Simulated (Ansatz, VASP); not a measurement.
One calculation of TaN, two programs

```
Ta N
1.0
     2.99562    0.00000    0.00000
    -1.49781    2.59429    0.00000
     0.00000    0.00000    2.93954
Ta N
1 1
Direct
  0.00000 0.00000 0.50000
  0.66667 0.33333 0.00000
```

Alike in both runs: task single point; functional HSE06; k mesh 6 × 6 × 6; occupations fermi-dirac, width 0.05 eV; no spin polarisation.

```csv
,VASP,Ansatz
version,VASP 6.6.1,Ansatz 0.2.0
potentials or method,"VASP PAW PBE potentials, release 64 (Ta_pv, N)",Ansatz PAW
plane-wave cutoff (eV),520,420
valence electrons in the cell,16,18
```

```tsv
	VASP	Ansatz	Ansatz less VASP
gap on the k mesh at the Fermi level (eV)	none	none	-
pressure (GPa)	-22.6	-22.0	+0.63
traceless stress, the component that is largest in VASP (GPa)	-1.44	-1.42	+0.023
```

A gap of «none» marks a metal or a gap that the smearing closes. The functional is the same, so the differences come from potentials, cutoffs and numerics. VASP's potentials hold 16 valence electrons a cell and Ansatz's 18, so a difference there can come from the potentials and not from the codes.

The k mesh is coarse, so the values compare programs but aren't converged. Spin-orbit coupling is off throughout.
